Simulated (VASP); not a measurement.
Input of a VASP 6.6.1 run:

Contents of INCAR:

```
PREC = Accurate
ENCUT = 600
EDIFF = 1E-6
ISMEAR = 0
SIGMA = 0.1
LREAL = False
LASPH = True
NELM = 120
ALGO = Normal
ISIF = 2
LWAVE = False
LCHARG = False
NBANDS = 11
GGA_COMPAT = False
```

File KPOINTS:

```
regular mesh
0
Gamma
  10 10 10
```

Contents of POSCAR:

```
BN
1.0
    0.0000000000      1.7894733831      1.7894733831
    1.7894733831      0.0000000000      1.7894733831
    1.7894733831      1.7894733831      0.0000000000
B N
1 1
Direct
    0.0000000000      0.0000000000      0.0000000000
    0.7500000000      0.7500000000      0.7500000000
```

Potentials or basis: VASP PAW LDA potentials, release 64 (B, N).

The run is started by

```sh
$ cat potpaw_LDA.64/B/POTCAR potpaw_LDA.64/N/POTCAR > POTCAR
$ mpirun -np 1 vasp_std > vasp.out
```

(1) Predict the pressure.

(2) What does it give for the band gap on the k mesh?

Answers

(1) 1.3 GPa.

(2) 4.38 eV, indirect (least direct gap 8.83 eV).
